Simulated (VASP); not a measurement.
Set up this calculation in VASP 6.6.1, as the native input.

- Task: single point
- Functional: PBEsol
- Potentials or basis: VASP PAW PBE potentials, release 64 (Sc_sv, Al)
- Cutoff: 520 eV
- k mesh: 10 × 10 × 10
- Occupations: gaussian, width 0.1 eV
- Spin: no spin polarisation
- Dipole correction: no
- Further INCAR settings: ALGO = Normal; EDIFF = 1e-07; NBANDS = 18

The structure of ScAl3 lies in POSCAR:

```
ScAl3
1.0
    4.0711787179      0.0000000000      0.0000000000
    0.0000000000      4.0711787179      0.0000000000
    0.0000000000      0.0000000000      4.0711787179
Sc Al
1 3
Direct
    0.0000000000      0.0000000000      0.0000000000
    0.5000000000      0.0000000000      0.5000000000
    0.0000000000      0.5000000000      0.5000000000
    0.5000000000      0.5000000000      0.0000000000
```

One way to write it, as run:

INCAR

```
SYSTEM = ScAl3
  ALGO = Normal
  EDIFF = 1E-7
  ENCUT = 520
  GGA = PS
  ISIF = 2
  ISMEAR = 0
  LASPH = .True.
  LCHARG = .False.
  LREAL = .False.
  LWAVE = .False.
  NBANDS = 18
  NELM = 100
  PREC = Accurate
  SIGMA = 0.1
```

KPOINTS

```
k-points
0
Gamma
  10 10 10
  0 0 0
```

Potentials or basis: VASP PAW PBE potentials, release 64 (Sc_sv, Al).

The run is started by

```bash
$ cat potpaw_PBE.64/Sc_sv/POTCAR potpaw_PBE.64/Al/POTCAR > POTCAR
$ mpirun -np 1 vasp_std > vasp.out
```

It gave:

- Pressure: 0.1 GPa
- Band gap on the k mesh: zero (bands 10 and 11 overlap by 3.91 eV)

Caveat: the PAW data sets were made with another functional, which shifts forces and pressure a little.

It took 34 s on 1 thread of AMD EPYC 9R45 96-Core Processor (Zen 5) (shared host), peak memory 0.18 GiB.
